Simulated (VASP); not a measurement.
# CdF2 (Fm-3m) in VASP: density of states with PBE

Aim: the density of states of CdF2 with PBE.

Program: VASP 6.6.1. These are calculated values, not measurements. Logs are shortened: lines on timing, memory, paths and dates and some standing lists are left out, and cuts for length are marked.

## 1. The cell of the first run

Symmetry: Fm-3m, No. 225, cubic system. The conventional cell has a = 5.481 Å, b = 5.481 Å, c = 5.481 Å, α = 90.00°, β = 90.00°, γ = 90.00°. Within 3.1 Å of Cd (site symmetry m-3m) lie 8 F at 2.37 Å. Within 3.1 Å of F (site symmetry -43m) lie 4 Cd at 2.37 Å and 6 F at 2.74 Å.

## 2. Density of states, PBE

The input, POSCAR:

```
CdF2
1.0
    0.0000000000      2.7407041214      2.7407041214
    2.7407041214      0.0000000000      2.7407041214
    2.7407041214      2.7407041214      0.0000000000
Cd F
1 2
Direct
    0.0000000000      0.0000000000      0.0000000000
    0.2500000000      0.2500000000      0.2500000000
    0.7500000000      0.7500000000      0.7500000000
```

The input, INCAR.step1:

```
SYSTEM = CdF2
PREC = Accurate ; ENCUT = 520
EDIFF = 1E-7 ; ISMEAR = 0
SIGMA = 0.02 ; LREAL = .False.
LASPH = .True. ; NELM = 100
ALGO = Normal ; ISIF = 2
LWAVE = .False. ; LCHARG = .True.
GGA = PE ; NBANDS = 20
```

The input, KPOINTS.step1:

```
Automatic mesh
0
Gamma
  8 8 8
  0 0 0
```

The input, INCAR.step2:

```
SYSTEM = CdF2
PREC = Accurate ; ENCUT = 520
EDIFF = 1E-7 ; ISMEAR = -5
SIGMA = 0.02 ; LREAL = .False.
LASPH = .True. ; NELM = 100
ALGO = Normal ; ISIF = 2
LWAVE = .False. ; LCHARG = .False.
GGA = PE ; LORBIT = 11
NEDOS = 1001 ; ICHARG = 11
```

The input, KPOINTS.step2:

```
Automatic mesh
0
Gamma
  12 12 12
  0 0 0
```

Potentials or basis: VASP PAW PBE potentials, release 64 (Cd, F).

Run with:

```console
$ cat potpaw_PBE.64/Cd/POTCAR potpaw_PBE.64/F/POTCAR > POTCAR
$ cp INCAR.step1 INCAR
$ cp KPOINTS.step1 KPOINTS
$ mpirun -np 1 vasp_std > vasp.out
$ cp INCAR.step2 INCAR
$ cp KPOINTS.step2 KPOINTS
$ mpirun -np 1 vasp_std > vasp.out
```

OUTCAR:

```text
SYSTEM = CdF2
   PREC = Accurate
   ENCUT = 520
   EDIFF = 1E-7
   ISMEAR = -5
   LREAL = .False.
   LASPH = .True.
   NELM = 100
   ISIF = 2
   GGA = PE
   LORBIT = 11
   ICHARG = 11

 ion  position               nearest neighbor table
   1  0.000  0.000  0.000-   3 2.37   3 2.37   3 2.37   2 2.37   2 2.37   2 2.37   3 2.37   2 2.37

   2  0.250  0.250  0.250-   1 2.37   1 2.37   1 2.37   1 2.37
   3  0.750  0.750  0.750-   1 2.37   1 2.37   1 2.37   1 2.37

  LATTYP: Found a face centered cubic cell.
 ALAT       =     5.4814082428

  Lattice vectors:

 A1 = (   0.0000000000,   2.7407041214,   2.7407041214)
 A2 = (   2.7407041214,   0.0000000000,   2.7407041214)
 A3 = (   2.7407041214,   2.7407041214,   0.0000000000)

Analysis of symmetry for initial positions (statically):
=====================================================================
 Subroutine PRICEL returns:
 Original cell was already a primitive cell.

 Routine SETGRP: Setting up the symmetry group for a
 face centered cubic supercell.

 Subroutine GETGRP returns: Found 48 space group operations
 (whereof 48 operations were pure point group operations)
 out of a pool of 48 trial point group operations.

The static configuration has the point symmetry O_h .

Analysis of symmetry for dynamics (positions and initial velocities):
=====================================================================
 Subroutine PRICEL returns:
 Original cell was already a primitive cell.

 Routine SETGRP: Setting up the symmetry group for a
 face centered cubic supercell.

 Subroutine GETGRP returns: Found 48 space group operations
 (whereof 48 operations were pure point group operations)
 out of a pool of 48 trial point group operations.

The dynamic configuration has the point symmetry O_h .

 Subroutine INISYM returns: Found 48 space group operations
 (whereof 48 operations are pure point group operations),
 and found     1 'primitive' translations

----------------------------------------------------------------------------------------

                                     Primitive cell

  volume of cell :      41.1734

  direct lattice vectors                    reciprocal lattice vectors
     0.000000000  2.740704121  2.740704121    -0.182434870  0.182434870  0.182434870
     2.740704121  0.000000000  2.740704121     0.182434870 -0.182434870  0.182434870
     2.740704121  2.740704121  0.000000000     0.182434870  0.182434870 -0.182434870

  length of vectors
     3.875940939  3.875940939  3.875940939     0.315986464  0.315986464  0.315986464

  position of ions in fractional coordinates (direct lattice)
     0.000000000  0.000000000  0.000000000
     0.250000000  0.250000000  0.250000000
     0.750000000  0.750000000  0.750000000

  ion indices of the primitive-cell ions
   primitive index   ion index
                 1           1
                 2           2
                 3           3

----------------------------------------------------------------------------------------

 KPOINTS: Automatic mesh

Automatic generation of k-mesh.
 Grid dimensions read from file:
 generate k-points for:   12   12   12

 Generating k-lattice:

  Cartesian coordinates                     Fractional coordinates (reciprocal lattice)
    -0.015202906  0.015202906  0.015202906     0.083333333  0.000000000  0.000000000
     0.015202906 -0.015202906  0.015202906     0.000000000  0.083333333  0.000000000
     0.015202906  0.015202906 -0.015202906     0.000000000  0.000000000  0.083333333

  Length of vectors
     0.026332205  0.026332205  0.026332205

  Shift w.r.t. Gamma in fractional coordinates (k-lattice)
     0.000000000  0.000000000  0.000000000

 TETIRR: Found    247 inequivalent tetrahedra from    10368

 Subroutine IBZKPT returns following result:
 ===========================================

 Found     72 irreducible k-points:

 Following reciprocal coordinates:
            Coordinates               Weight
  0.000000  0.000000  0.000000      1.000000
  0.083333  0.000000  0.000000      8.000000
  0.166667  0.000000  0.000000      8.000000
  0.250000  0.000000  0.000000      8.000000
  0.333333  0.000000  0.000000      8.000000
  0.416667  0.000000  0.000000      8.000000
[... 16 lines left out ...]
  0.500000  0.166667  0.000000     24.000000
 -0.416667  0.166667  0.000000     24.000000
 [... further k-points ...]
   k-points           NKPTS =     72   k-points in BZ     NKDIM =     72   number of bands    NBANDS=     17
   number of dos      NEDOS =   1001   number of ions     NIONS =      3
   total plane-waves  NPLWV =  27000
   dimension x,y,z NGX =    30 NGY =   30 NGZ =   30
   dimension x,y,z NGXF=    60 NGYF=   60 NGZF=   60
   ions per type =               1   2
   NGX,Y,Z   is equivalent  to a cutoff of  12.87, 12.87, 12.87 a.u.
   NGXF,Y,Z  is equivalent  to a cutoff of  25.74, 25.74, 25.74 a.u.
 SYSTEM =  CdF2
   PREC   = accura    normal or accurate (medium, high low for compatibility)
   ISTART =      0    job   : 0-new  1-cont  2-samecut
   ICHARG =     11    charge: 1-file 2-atom 10-const
   ISPIN  =      1    spin polarized calculation?
   LNONCOLLINEAR =      F non collinear calculations
   LSORBIT =      F    spin-orbit coupling
   LASPH  =      T    aspherical Exc in radial PAW
   ENCUT  =  520.0 eV  38.22 Ry    6.18 a.u.   7.21  7.21  7.21*2*pi/ulx,y,z
   NELM   =    100;   NELMIN=  2; NELMDL=  0     # of ELM steps
   EDIFF  = 0.1E-06   stopping-criterion for ELM
   LREAL  =      F    real-space projection
   EDIFFG = 0.1E-05   stopping-criterion for IOM
   NSW    =      0    number of steps for IOM
   IBRION =     -1    ionic relax: 0-MD 1-quasi-New 2-CG
   NFREE  =      0    steps in history (QN), initial steepest desc. (CG)
   ISIF   =      2    stress and relaxation
   ISYM   =      2    0-nonsym 1-usesym 2-fastsym
   POTIM  = 0.5000    time-step for ionic-motion
   TEBEG  =    0.0;   TEEND  =   0.0 temperature during run
   PSTRESS=    0.0 pullay stress
   NELECT =      26.0000    total number of electrons
   NUPDOWN=      -1.0000    fix difference up-down
   EMIN   =  10.00;   EMAX   =-10.00  energy-range for DOS
   EFERMI =   0.00;   METHOD = LEGACY
   ISMEAR =    -5;   SIGMA  =   0.02  broadening in eV -4-tet -1-fermi 0-gaus
   EFERMI_NEDOS =   21; number of points for ismear=-14 and -15
   IALGO  =     38    algorithm
   IMIX   =      4    mixing-type and parameters
     AMIX     =   0.40;   BMIX     =  1.00
     AMIX_MAG =   1.60;   BMIX_MAG =  1.00
  volume/ion in A,a.u.               =      13.72        92.62
  Fermi-wavevector in a.u.,A,eV,Ry     =   1.404517  2.654153 26.839794  1.972669
  Thomas-Fermi vector in A             =   2.527071
   LORBIT       =     11    0 simple, 1 ext, 2 COOP (PROOUT), +10 PAW based schemes
   GGA     = PE    functional components
   LHFCALC =     F    Hartree Fock is set to
   AEXX    =    0.0000 exact exchange contribution
   IVDW    =     0    specifies the selected vdW correction
   LEPSILON=     F    determine dielectric tensor
   LRPA    =     F    only Hartree local field effects (RPA)
 non-spin polarized calculation
 Fermi weights with tetrahedron method with Bloechl corrections
  energy-cutoff  :      520.00
  volume of cell :       41.17
 maximum number of plane-waves:      1125
 NGX is ok and might be reduce to    30

 number of electron      25.9999995 magnetization

 Free energy of the ion-electron system (eV)
  ---------------------------------------------------
  ext. energy  EPLUGINS =         0.00000000
  ---------------------------------------------------
  free energy    TOTEN  =       -10.90547425 eV

  energy without entropy =      -10.90547425  energy(sigma->0) =      -10.90547425

 E-fermi :  -1.6797     XC(G=0): -10.1345

 val. band max:       -1.6849208437   @ k =  -0.2500   0.5000   0.2500
 cond. band min:       1.2016259370   @ k =   0.0000   0.0000   0.0000
 fundamental gap:      2.8865467807
 Fermi energy:        -1.6797465885

 k-point     1 :       0.0000    0.0000    0.0000
  band No.  band energies     occupation
      1     -22.2162      2.00000
      2     -21.2486      2.00000
      3      -7.1678      2.00000
      4      -7.1678      2.00000
      5      -7.1678      2.00000
      6      -6.1637      2.00000
[... 9 lines left out ...]
     16      10.7656      0.00000
     17      10.7656      0.00000

 k-point     2 :       0.0833    0.0000    0.0000
  band No.  band energies     occupation
      1     -22.1978      2.00000
      2     -21.2658      2.00000
      3      -7.1443      2.00000
      4      -7.1443      2.00000
      5      -7.1027      2.00000
      6      -6.1704      2.00000
[... 9 lines left out ...]
     16      10.8599      0.00000
     17      10.8599      0.00000

 k-point     3 :       0.1667    0.0000    0.0000
  band No.  band energies     occupation
      1     -22.1415      2.00000
      2     -21.3156      2.00000
      3      -7.0812      2.00000
      4      -7.0812      2.00000
      5      -6.9174      2.00000
      6      -6.1837      2.00000
[... 9 lines left out ...]
     16      11.1250      0.00000
     17      11.1250      0.00000

 k-point     4 :       0.2500    0.0000    0.0000
  band No.  band energies     occupation
      1     -22.0556      2.00000
      2     -21.3913      2.00000
      3      -7.0003      2.00000
      4      -7.0003      2.00000
      5      -6.6415      2.00000
      6      -6.1865      2.00000
[... 9 lines left out ...]
     16      11.5070      0.00000
     17      11.5070      0.00000

 k-point     5 :       0.3333    0.0000    0.0000
  band No.  band energies     occupation
      1     -21.9496      2.00000
      2     -21.4856      2.00000
      3      -6.9308      2.00000
      4      -6.9308      2.00000
      5      -6.3273      2.00000
      6      -6.1636      2.00000
[... 9 lines left out ...]
     16      11.9173      0.00000
     17      11.9173      0.00000

 k-point     6 :       0.4167    0.0000    0.0000
  band No.  band energies     occupation
      1     -21.8349      2.00000
      2     -21.5922      2.00000
      3      -6.8911      2.00000
      4      -6.8911      2.00000
      5      -6.1241      2.00000
      6      -6.1241      2.00000
[... 9 lines left out ...]
     16      12.2393      0.00000
     17      12.2393      0.00000

 k-point     7 :       0.5000    0.0000    0.0000
  band No.  band energies     occupation
      1     -21.7420      2.00000
      2     -21.6813      2.00000
      3      -6.8795      2.00000
      4      -6.8795      2.00000
      5      -6.1038      2.00000
      6      -6.1038      2.00000
[... 9 lines left out ...]
     16      12.3629      0.00000
     17      12.3629      0.00000

 k-point     8 :       0.0833    0.0833    0.0000
  band No.  band energies     occupation
      1     -22.1915      2.00000
      2     -21.2712      2.00000
      3      -7.1331      2.00000
      4      -7.1331      2.00000
      5      -7.0870      2.00000
      6      -6.1904      2.00000
[... 9 lines left out ...]
     16      10.8742      0.00000
     17      10.8742      0.00000
[... 203 lines left out ...]
      1     -22.1198      2.00000
      2     -21.3331      2.00000
      3      -7.0302      2.00000
      4      -7.0302      2.00000
      5      -6.8650      2.00000
      6      -6.2779      2.00000
[... 9 lines left out ...]
     16      11.1590      0.00000
     17      11.1590      0.00000

 k-point    20 :       0.2500    0.1667    0.0000
  band No.  band energies     occupation
      1     -22.0606      2.00000
      2     -21.3826      2.00000
      3      -6.9512      2.00000
      4      -6.9509      2.00000
      5      -6.6788      2.00000
      6      -6.3356      2.00000
[... 9 lines left out ...]
     16      11.3486      0.00000
     17      11.3873      0.00000

 k-point    21 :       0.3333    0.1667    0.0000
  band No.  band energies     occupation
      1     -21.9780      2.00000
      2     -21.4534      2.00000
      3      -6.8679      2.00000
      4      -6.8674      2.00000
      5      -6.4312      2.00000
      6      -6.3594      2.00000
[... 9 lines left out ...]
     16      11.4864      0.00000
     17      11.6914      0.00000

 k-point    22 :       0.4167    0.1667    0.0000
  band No.  band energies     occupation
      1     -21.8817      2.00000
      2     -21.5383      2.00000
      3      -6.8155      2.00000
      4      -6.8041      2.00000
      5      -6.3192      2.00000
      6      -6.1850      2.00000
[... 9 lines left out ...]
     16      11.4899      0.00000
     17      12.0068      0.00000

 k-point    23 :       0.5000    0.1667    0.0000
  band No.  band energies     occupation
      1     -21.7810      2.00000
      2     -21.6321      2.00000
      3      -6.8017      2.00000
      4      -6.7689      2.00000
      5      -6.2264      2.00000
      6      -6.1110      2.00000
[... 9 lines left out ...]
     16      11.3611      0.00000
     17      12.2657      0.00000

 k-point    24 :      -0.4167    0.1667    0.0000
  band No.  band energies     occupation
      1     -21.7427      2.00000
      2     -21.6698      2.00000
      3      -6.8106      2.00000
      4      -6.7594      2.00000
      5      -6.1666      2.00000
      6      -6.1465      2.00000
[... 9 lines left out ...]
     16      11.1895      0.00000
     17      12.4001      0.00000

 [... further k-points ...]
[... 5 lines left out ...]
  --------------------------------------------------------------------------------------
  -------------------------------------------------------------------------------------
  Total        0.1318853      0.1318853      0.1318853      0.0000000      0.0000000     -0.0000000
  in kB        5.1320452      5.1320452      5.1320452      0.0000000      0.0000000     -0.0000000
  external PRESSURE =       5.1320452 kB  Pullay stress =       0.0000000 kB

 VOLUME and BASIS-vectors are now :
 -----------------------------------------------------------------------------
  energy-cutoff  :      520.00
  volume of cell :       41.17
      direct lattice vectors                 reciprocal lattice vectors
     0.000000000  2.740704121  2.740704121    -0.182434870  0.182434870  0.182434870
     2.740704121  0.000000000  2.740704121     0.182434870 -0.182434870  0.182434870
     2.740704121  2.740704121  0.000000000     0.182434870  0.182434870 -0.182434870

 POSITION                                       TOTAL-FORCE (eV/Angst)
 -----------------------------------------------------------------------------------
      0.00000      0.00000      0.00000         0.000000     -0.000000     -0.000000
      1.37035      1.37035      1.37035        -0.000000     -0.000000      0.000000
      4.11106      4.11106      4.11106         0.000000      0.000000     -0.000000
 -----------------------------------------------------------------------------------
    total drift:                                0.000000     -0.000000      0.000000

  FREE ENERGIE OF THE ION-ELECTRON SYSTEM (eV)
  ---------------------------------------------------
  free  energy   TOTEN  =       -10.9054742545 eV

  energy  without entropy=      -10.9054742545  energy(sigma->0) =      -10.90547425

 total charge

# of ion       s       p       d       tot
------------------------------------------
    1        0.223   0.177   9.679  10.079
    2        1.739   4.330   0.000   6.069
    3        1.739   4.330   0.000   6.069
--------------------------------------------------
tot          3.701   8.838   9.679  22.218
```

Run time: 28 s. Hardware: 1 thread of Intel Xeon 6975P-C (Granite Rapids), shared host; peak memory 0.19 GiB.

Results:

```yaml
Valence_electrons_inside_the_program's_atomic_spheres: Cd 10.08; F 6.07
```

Levels at points of the mesh, in eV from the valence-band top:
| k point | band 9 | band 10 | band 11 | band 12 | band 13 | band 14 | band 15 | band 16 | band 17 |
| --- | --- | --- | --- | --- | --- | --- | --- | --- | --- |
| (0.00, 0.00, 0.00) | -0.85 | -0.85 | -0.56 | -0.56 | -0.56 | 2.89 | 12.45 | 12.45 | 12.45 |
| (0.50, 0.00, 0.00) | -2.06 | -1.65 | -1.65 | -0.43 | -0.43 | 6.79 | 8.98 | 14.05 | 14.05 |
| (0.50, 0.50, 0.00) | -2.69 | -2.69 | -0.41 | -0.08 | -0.08 | 7.58 | 9.37 | 11.81 | 13.82 |
